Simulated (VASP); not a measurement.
# Sn (Fd-3m) in VASP: settings compared, part 2 of 2

VASP 6.6.1.

### Step 4. Single point, PBE

This run uses another cell than the first one, of 36.90 Å³/atom, 1.041 times its volume.

Contents of INCAR:

```
SYSTEM = Sn
ALGO = Normal
EDIFF = 1E-7
ENCUT = 520
GGA = PE
ISIF = 2
ISMEAR = -1
LASPH = .TRUE.
LCHARG = .TRUE.
LELF = .TRUE.
LREAL = .FALSE.
LVHAR = .TRUE.
LWAVE = .FALSE.
NBANDS = 21
NELM = 80
PREC = Accurate
SIGMA = 0.02
```

Contents of KPOINTS:

```
k-points
0
G
  6 6 6
  0 0 0
```

Contents of POSCAR:

```
Sn
1.0
    0.0000000000      3.3291268295      3.3291268295
    3.3291268295      0.0000000000      3.3291268295
    3.3291268295      3.3291268295      0.0000000000
Sn
2
Direct
    0.0000000000      0.0000000000      0.0000000000
    0.2500000000      0.2500000000      0.2500000000
```

Potentials or basis: VASP PAW PBE potentials, release 64 (Sn_d).

The run is started by

```console
> cat potpaw_PBE.64/Sn_d/POTCAR > POTCAR
> mpirun -np 1 vasp_std > vasp.out
```

OUTCAR:

```text
SYSTEM = Sn
   EDIFF = 1E-7
   ENCUT = 520
   GGA = PE
   ISIF = 2
   ISMEAR = -1
   LASPH = .TRUE.
   LREAL = .FALSE.
   NELM = 80
   PREC = Accurate

 ion  position               nearest neighbor table
   1  0.000  0.000  0.000-   2 2.88   2 2.88   2 2.88   2 2.88
   2  0.250  0.250  0.250-   1 2.88   1 2.88   1 2.88   1 2.88

  LATTYP: Found a face centered cubic cell.
 ALAT       =     6.6582536590

  Lattice vectors:

 A1 = (   0.0000000000,   3.3291268295,   3.3291268295)
[... 560 lines left out ...]
------------------------ aborting loop because EDIFF is reached ----------------------------------------

  FORCE on cell =-STRESS in cart. coord.  units (eV):
  Direction    XX          YY          ZZ          XY          YZ          ZX
  --------------------------------------------------------------------------------------
  -------------------------------------------------------------------------------------
  Total       -0.0320048     -0.0320048     -0.0320048      0.0000000      0.0000000      0.0000000
  in kB       -0.6948723     -0.6948723     -0.6948723      0.0000000      0.0000000      0.0000000
  external PRESSURE =      -0.6948723 kB  Pullay stress =       0.0000000 kB

 VOLUME and BASIS-vectors are now :
 -----------------------------------------------------------------------------
  energy-cutoff  :      520.00
  volume of cell :       73.79
      direct lattice vectors                 reciprocal lattice vectors
     0.000000000  3.329126829  3.329126829    -0.150189532  0.150189532  0.150189532
     3.329126829  0.000000000  3.329126829     0.150189532 -0.150189532  0.150189532
     3.329126829  3.329126829  0.000000000     0.150189532  0.150189532 -0.150189532

 POSITION                                       TOTAL-FORCE (eV/Angst)
 -----------------------------------------------------------------------------------
      0.00000      0.00000      0.00000        -0.000000     -0.000000     -0.000000
      1.66456      1.66456      1.66456         0.000000      0.000000      0.000000
 -----------------------------------------------------------------------------------
    total drift:                                0.000000      0.000000      0.000000

  FREE ENERGIE OF THE ION-ELECTRON SYSTEM (eV)
  ---------------------------------------------------
  free  energy   TOTEN  =        -7.6604054368 eV

  energy  without entropy=       -7.6598802323  energy(sigma->0) =       -7.66014283
```

Run time: 20 s. Hardware: 1 thread of Intel Xeon Platinum 8259CL at 2.50GHz (Skylake/Cascade Lake), shared host; peak memory 0.2 GiB.

Results:

| Item | Value |
| --- | --- |
| Free energy | -7.6604 eV |
| Pressure | -0.1 GPa |
| Band gap on the k mesh | zero (band 14 reaches 4.95 eV, above the bottom of band 15 at 4.72 eV) |

Levels at points of the mesh, in eV from the Fermi level:
```tsv
k point	band 12	band 13	band 14	band 15	band 16	band 17
(0.00, 0.00, 0.00)	-1.01	0.23	0.23	0.23	2.29	2.29
(0.50, 0.00, 0.00)	-5.88	-0.86	-0.86	0.00	3.34	3.34
(0.50, 0.50, 0.00)	-7.12	-2.07	-2.07	1.05	1.05	7.39
```

Caveat: spin-orbit coupling is left out, which moves the levels of the heavy elements.

### Step 5. Single point, r2SCAN

Contents of POSCAR:

```
Sn
1.0
    0.0000000000      3.2844597808      3.2844597808
    3.2844597808      0.0000000000      3.2844597808
    3.2844597808      3.2844597808      0.0000000000
Sn
2
Direct
    0.0000000000      0.0000000000      0.0000000000
    0.2500000000      0.2500000000      0.2500000000
```

Contents of INCAR.step1:

```
SYSTEM = Sn
ALGO = Normal
EDIFF = 1E-4
ENCUT = 520
GGA = PE
ISMEAR = -1
LASPH = .TRUE.
LCHARG = .FALSE.
LREAL = .FALSE.
LWAVE = .TRUE.
NBANDS = 21
NELM = 60
PREC = Accurate
SIGMA = 0.02
```

Contents of INCAR.step2:

```
SYSTEM = Sn
ALGO = Normal
EDIFF = 1E-7
ENCUT = 520
ISIF = 2
ISMEAR = -1
ISTART = 1
LASPH = .TRUE.
LCHARG = .FALSE.
LMIXTAU = .TRUE.
LREAL = .FALSE.
LWAVE = .FALSE.
METAGGA = R2SCAN
NBANDS = 21
NELM = 60
PREC = Accurate
SIGMA = 0.02
```

KPOINTS is that of step 4.

The run is started by

```console
> cat potpaw_PBE.64/Sn_d/POTCAR > POTCAR
> cp INCAR.step1 INCAR
> mpirun -np 1 vasp_std > vasp.out
> cp INCAR.step2 INCAR
> mpirun -np 1 vasp_std > vasp.out
```

It took 81 s on 1 thread of Intel Xeon Platinum 8259CL at 2.50GHz (Skylake/Cascade Lake), shared host; peak memory 0.21 GiB.

Results (log left out):

```yaml
Free_energy: -49.4632 eV
Pressure: 0.0 GPa
Band_gap_on_the_k_mesh: zero (filled and empty bands touch)
```

Levels at points of the mesh, in eV from the Fermi level:
| k point | band 10 | band 11 | band 12 | band 13 | band 14 | band 15 | band 16 | band 17 | band 18 | band 19 |
| --- | --- | --- | --- | --- | --- | --- | --- | --- | --- | --- |
| (0.00, 0.00, 0.00) | -21.97 | -10.89 | -0.63 | -0.01 | -0.01 | -0.01 | 2.21 | 2.21 | 2.21 | 5.35 |
| (0.50, 0.00, 0.00) | -21.93 | -9.25 | -6.46 | -1.22 | -1.22 | 0.05 | 3.34 | 3.34 | 5.95 | 8.74 |
| (0.50, 0.50, 0.00) | -21.91 | -7.74 | -7.74 | -2.57 | -2.57 | 0.94 | 0.94 | 7.91 | 7.91 | 9.55 |

Caveat: the PAW data sets were made with another functional, which shifts forces and pressure a little; spin-orbit coupling is left out, which moves the levels of the heavy elements.

### Step 6. Overview

| level | potentials or basis | cell | gap on the mesh (eV) | pressure (GPa) |
| --- | --- | --- | --- | --- |
| PBE | VASP PAW PBE potentials, release 64 (Sn_d) | a = 4.645 Å, angles 60.0°, 2 atoms | none | 1.5 |
| LDA | VASP PAW LDA potentials, release 64 (Sn_d) | a = 4.645 Å, angles 60.0°, 2 atoms | none | -1.7 |
| PBE | VASP PAW PBE potentials, release 64 (Sn_d) | a = 4.708 Å, angles 60.0°, 2 atoms | none | -0.1 |
| r2SCAN | VASP PAW PBE potentials, release 64 (Sn_d) | a = 4.645 Å, angles 60.0°, 2 atoms | none | 0.0 |

Alike in all rows: task single point; no spin polarisation; k mesh 6 × 6 × 6; cutoff (eV) 520; smearing fermi-dirac 0.02 eV.

Caveats: spin-orbit coupling is left out, which moves the levels of the heavy elements; the PAW data sets were made with another functional, which shifts forces and pressure a little (some runs).

Total energies depend on the potentials used, so only differences within one code and one set of settings carry meaning.
